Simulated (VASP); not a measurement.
# Ga (C2/c) in VASP: notebook, part 2 of 2

VASP 6.6.1. The steps go on from the part before.

## (3) Single point, PBEsol (equal xx and yy strain of -1 %)

File INCAR:

```
SYSTEM = Ga
ALGO = Normal
EDIFF = 1E-6
ENCUT = 520
GGA = PS
ISIF = 2
ISMEAR = -1
LASPH = .True.
LCHARG = .False.
LREAL = .False.
LWAVE = .False.
NBANDS = 20
NELM = 100
PREC = Accurate
SIGMA = 0.03
```

File KPOINTS:

```
k-points
0
Gamma
  14 14 11
  0 0 0
```

File POSCAR:

```
Ga
1.0
    1.3691700000     -3.9862350000      0.0000000000
    1.3691700000      3.9862350000      0.0000000000
   -0.1162755000      0.0000000000      3.3299300000
Ga
2
Direct
    0.8690000000      0.1310000000      0.2500000000
    0.1310000000      0.8690000000      0.7500000000
```

Potentials or basis: VASP PAW PBE potentials, release 64 (Ga_d).

Command:

```
> cat potpaw_PBE.64/Ga_d/POTCAR > POTCAR
> mpirun -np 1 vasp_std > vasp.out
```

OUTCAR:

```text
SYSTEM = Ga
   EDIFF = 1E-6
   ENCUT = 520
   GGA = PS
   ISIF = 2
   ISMEAR = -1
   LASPH = .True.
   LREAL = .False.
   NELM = 100
   PREC = Accurate

 ion  position               nearest neighbor table
   1  0.869  0.131  0.250-   2 2.67   2 2.67   2 2.84   2 2.84   2 2.90   2 2.90
   2  0.131  0.869  0.750-   1 2.67   1 2.67   1 2.84   1 2.84   1 2.90   1 2.90

  LATTYP: Found a base centered monoclinic cell.
 ALAT       =     2.7383400000
 B/A-ratio  =     2.9114244396
 C/A-ratio  =     1.2167807698
 COS(beta)  =    -0.0348970333

  Lattice vectors:

 A1 = (   1.3691700000,  -3.9862350000,   0.0000000000)
 A2 = (   1.3691700000,   3.9862350000,   0.0000000000)
 A3 = (  -0.1162755000,   0.0000000000,   3.3299300000)

Analysis of symmetry for initial positions (statically):
=====================================================================
 Subroutine PRICEL returns:
 Original cell was already a primitive cell.

 Routine SETGRP: Setting up the symmetry group for a
 base centered monoclinic supercell.

 Subroutine GETGRP returns: Found  4 space group operations
[... 161 lines left out ...]
  ---------------------------------------------------
  free energy    TOTEN  =        -6.67860476 eV

  energy without entropy =       -6.67689800  energy(sigma->0) =       -6.67775138

 E-fermi :   5.6824     XC(G=0): -11.2985

 val. band max:        5.6813824496   @ k =   0.3571   0.0714   0.2727
 cond. band min:       5.6912336757   @ k =   0.5000   0.0714   0.3636
 fundamental gap:      0.0098512261
 Fermi energy:         5.6824256190

 k-point     1 :       0.0000    0.0000    0.0000
  band No.  band energies     occupation
      1      -9.4453      2.00000
      2      -9.4342      2.00000
      3      -9.3987      2.00000
      4      -9.3767      2.00000
      5      -9.0767      2.00000
      6      -9.0761      2.00000
[... 541 lines left out ...]
     19      17.1538      0.00000
     20      18.1093      0.00000

 [... further k-points ...]

------------------------ aborting loop because EDIFF is reached ----------------------------------------

  FORCE on cell =-STRESS in cart. coord.  units (eV):
  Direction    XX          YY          ZZ          XY          YZ          ZX
  --------------------------------------------------------------------------------------
  -------------------------------------------------------------------------------------
  Total       -0.1541257     -0.0822068     -0.2749407      0.0000000      0.0000000     -0.0077771
  in kB       -6.7936058     -3.6235377    -12.1189293      0.0000000      0.0000000     -0.3428014
  external PRESSURE =      -7.5120242 kB  Pullay stress =       0.0000000 kB

 VOLUME and BASIS-vectors are now :
 -----------------------------------------------------------------------------
  energy-cutoff  :      520.00
  volume of cell :       36.35
      direct lattice vectors                 reciprocal lattice vectors
     1.369170000 -3.986235000  0.000000000     0.365184747 -0.125431642  0.012751631
     1.369170000  3.986235000  0.000000000     0.365184747  0.125431642  0.012751631
    -0.116275500  0.000000000  3.329930000     0.000000000  0.000000000  0.300306613

 POSITION                                       TOTAL-FORCE (eV/Angst)
 -----------------------------------------------------------------------------------
      1.34010     -2.94184      0.83248        -0.000000      0.177432      0.000000
      1.28196      2.94184      2.49745         0.000000     -0.177432     -0.000000
 -----------------------------------------------------------------------------------
    total drift:                                0.000000      0.000000     -0.000000

  FREE ENERGIE OF THE ION-ELECTRON SYSTEM (eV)
  ---------------------------------------------------
  free  energy   TOTEN  =        -6.6786047606 eV

  energy  without entropy=       -6.6768980042  energy(sigma->0) =       -6.67775138
```

Wall time 2.6 min (1 thread of Intel Xeon 6975P-C (Granite Rapids), shared host); peak memory 0.44 GiB.

What came out:

- Free energy: -6.6786 eV
- Pressure: -0.8 GPa
- Largest force: 0.177 eV/Å
- Band gap on the k mesh: zero (bands 13 and 14 overlap by 8.02 eV)

Forces in eV/Å, atoms in the order of the input:
```
Ga   0.000  0.177  0.000
Ga   0.000 -0.177  0.000
```

Caveat: the cell differs from its parent crystal (equal xx and yy strain of -1 %); the PAW data sets were made with another functional, which shifts forces and pressure a little.

## (4) Single point, PBEsol (zz strain of +3 %)

File INCAR:

```
SYSTEM = Ga
PREC = Accurate
ENCUT = 520
EDIFF = 1E-6
ISMEAR = -1
SIGMA = 0.03
LREAL = .FALSE.
LASPH = .TRUE.
NELM = 80
ALGO = Normal
ISIF = 2
LWAVE = .FALSE.
LCHARG = .FALSE.
GGA = PS
NBANDS = 20
```

File KPOINTS:

```
Automatic mesh
0
G
  14 14 11
  0 0 0
```

File POSCAR:

```
Ga
1.0
    1.3830000000     -4.0265000000      0.0000000000
    1.3830000000      4.0265000000      0.0000000000
   -0.1174500000      0.0000000000      3.4298279000
Ga
2
Direct
    0.8690000000      0.1310000000      0.2500000000
    0.1310000000      0.8690000000      0.7500000000
```

Command:

```
> cat potpaw_PBE.64/Ga_d/POTCAR > POTCAR
> mpirun -np 1 vasp_std > vasp.out
```

It took 6.8 min on 1 thread of AMD EPYC 7R43 (Zen 3), shared host; peak memory 0.41 GiB.

Results (log left out):

| Property | Result |
| --- | --- |
| Free energy | -6.6525 eV |
| Pressure | -3.2 GPa |
| Largest force | 0.139 eV/Å |
| Band gap on the k mesh | zero (bands 13 and 14 overlap by 7.81 eV) |

Forces on the atoms (eV/Å):
```
Ga   0.000  0.139  0.000
Ga   0.000 -0.139  0.000
```

Stress tensor (GPa, compression positive):
```
-3.08  0.00  0.12
 0.00 -2.63  0.00
 0.12  0.00 -4.00
```

Levels at points of the mesh, in eV from the Fermi level:
```
           k point  band 9  band 10  band 11  band 12  band 13  band 14  band 15  band 16  band 17  band 18
(0.00, 0.00, 0.00)  -14.68   -14.56   -11.01    -1.85    -1.65     1.16     5.00     9.70     9.87    10.20
(0.50, 0.00, 0.00)  -14.62   -14.57    -5.84    -4.82    -1.14     0.12     5.36     6.35     7.97     8.93
(0.50, 0.50, 0.00)  -14.65   -14.62    -8.89    -8.39     3.51     4.09     5.20     5.46     7.76    11.13
```

Caveat: the cell differs from its parent crystal (zz strain of +3 %); the cell stands under tension; the PAW data sets were made with another functional, which shifts forces and pressure a little.

## (5) Summary

| cell | gap on the mesh (eV) | pressure (GPa) | largest force (eV/Å) |
| --- | --- | --- | --- |
| a = 4.130, b = 4.130, c = 3.332 Å, angles 90.6, 90.6, 142.1°, 2 atoms | none | 1.9 | 0.17 |
| a = 4.215, b = 4.215, c = 3.332 Å, angles 90.6, 90.6, 142.1°, 2 atoms | none | -0.8 | 0.18 |
| a = 4.257, b = 4.257, c = 3.432 Å, angles 90.6, 90.6, 142.1°, 2 atoms | none | -3.2 | 0.14 |

Alike in all rows: task single point; level PBEsol; potentials or basis VASP PAW PBE potentials, release 64 (Ga_d); no spin polarisation; k mesh 14 × 14 × 11; cutoff (eV) 520; smearing fermi-dirac 0.03 eV.

Caveats: the PAW data sets were made with another functional, which shifts forces and pressure a little; the cell stands under tension (at least some runs).

Absolute energies hang on the potentials; compare differences alone.
